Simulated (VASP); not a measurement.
Here is a VASP 6.6.1 calculation.

File INCAR:

```
SYSTEM = Si8C7
ALGO = Normal ; EDIFF = 1E-7
EDIFFG = -0.03 ; ENCUT = 520
GGA = PE ; GGA_COMPAT = .FALSE.
IBRION = 2 ; ISIF = 2
ISMEAR = 0 ; LASPH = .TRUE.
LCHARG = .FALSE. ; LREAL = .FALSE.
LWAVE = .FALSE. ; NELECT = 62.0
NELM = 120 ; NELMIN = 4
NSW = 80 ; PREC = Accurate
SIGMA = 0.02
```

The input KPOINTS:

```
k-points
0
G
  2 2 2
  0 0 0
```

File POSCAR:

```
Si8C7
1.0
   -3.0760000000     -5.3277880000      0.0000000000
    4.6140000000     -2.6638940000      0.0000000000
    0.0000000000      0.0000000000      5.0480000000
Si C
8 7
Direct
    0.4942084000      0.6762890000      0.0007440000
    0.4988528000      0.3205713000      0.5095841000
    0.2500869000      0.1658923000      0.0151720000
    0.2428515000      0.8274338000      0.5040510000
    0.0025908000      0.6639280000      0.0065746000
    0.0075845000      0.3362985000      0.5073004000
    0.7484291000      0.1668090000     -0.0065763000
    0.7467901000      0.8370483000      0.5001525000
    0.4943134000      0.6746477000      0.3747154000
    0.4981020000      0.3317278000      0.8781087000
    0.2479988000      0.1671594000      0.3694580000
    0.2557608000      0.8441471000      0.8736157000
    0.0009186000      0.6653563000      0.3796032000
    0.7422350000      0.1695011000      0.3759453000
    0.7586171000      0.8272280000      0.8862288000
```

Potentials or basis: VASP PAW PBE potentials, release 64 (Si, C).

The run is started by

```sh
$ cat potpaw_PBE.64/Si/POTCAR potpaw_PBE.64/C/POTCAR > POTCAR
$ mpirun -np 1 vasp_std > vasp.out
```

(1) Predict the energy gained by relaxing.

## Answers

(1) 83.9 meV/atom.

Caveat: the k points lie up to 0.62 Å⁻¹ apart; the cell carries a net charge on a neutralising background, which shifts energy and pressure.
